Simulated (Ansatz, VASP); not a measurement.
Two plane-wave programs on Pd

The input INCAR:

```
  PREC = Accurate
  ENCUT = 520
  EDIFF = 1E-7
  ISMEAR = -1
  SIGMA = 0.05
  LREAL = F
  LASPH = T
  NELM = 150
  ALGO = Normal
  ISIF = 2
  LWAVE = F
  LCHARG = F
  ISPIN = 2
  MAGMOM = -0.424 -0.424
  LORBIT = 11
  LMAXMIX = 4
  GGA = B5
  ALDAX = 1.0
  AGGAX = 1.0
  AGGAC = 1.0
  ALDAC = 0.0
  NBANDS = 21
```

Contents of KPOINTS:

```
Automatic mesh
0
Gamma
  10 10 10
```

Contents of POSCAR:

```
Pd
1.0
    0.0000000000      2.8833232263      2.8833232263
    2.8833232263      0.0000000000      2.8833232263
    2.8833232263      2.8833232263      0.0000000000
Pd
2
Direct
    0.1250000000      0.1250000000      0.1250000000
    0.8750000000      0.8750000000      0.8750000000
```

Input for Ansatz:

```yaml
crystal:
  lattice:
    - [0.0, 2.8833232263, 2.8833232263]
    - [2.8833232263, 0.0, 2.8833232263]
    - [2.8833232263, 2.8833232263, 0.0]
  atoms:
    - { symbol: Pd, position: [0.125, 0.125, 0.125], spin: -0.424 }
    - { symbol: Pd, position: [0.875, 0.875, 0.875], spin: -0.424 }
hamiltonian:
  xc: blyp
  pseudopotentials:
    kind: paw
    azcp:
      Pd: "pseudopotentials/Pd.paw.azcp"
basis:
  ecutwfc: 420
  fft_grid_basis: typed
kpoints:
  mp_grid: { grid: [10, 10, 10], shift: [0, 0, 0] }
magnetization:
  spin_polarized: true
scf:
  occupations: { method: fermi_dirac, width: 0.05 }
  lower_state_search: "off"
output:
  stress: true
```

Alike in both runs: task single point; functional BLYP; k mesh 10 × 10 × 10; occupations fermi-dirac, width 0.05 eV; collinear spin.

```csv
,VASP,Ansatz
version,VASP 6.6.1,Ansatz 0.2.0
potentials or method,"VASP PAW PBE potentials, release 64 (Pd), cutoff 520 eV","plane waves (420 eV) with PAW, scalar-relativistic"
valence electrons in the cell,20,36
```

```csv
,VASP,Ansatz,Ansatz less VASP
pressure (GPa),5.9,5.9,+0.01
net moment per atom (μB),0.44,0.44,+0.001
size of the moment on the site where the two differ most (μB),0.43,0.43,-0.001
```

VASP's potentials were made for PBE, not for BLYP. Site moments also hang on the region over which each program counts them. VASP's potentials hold 20 valence electrons a cell and Ansatz's 36, so a difference there can come from the potentials and not from the codes.
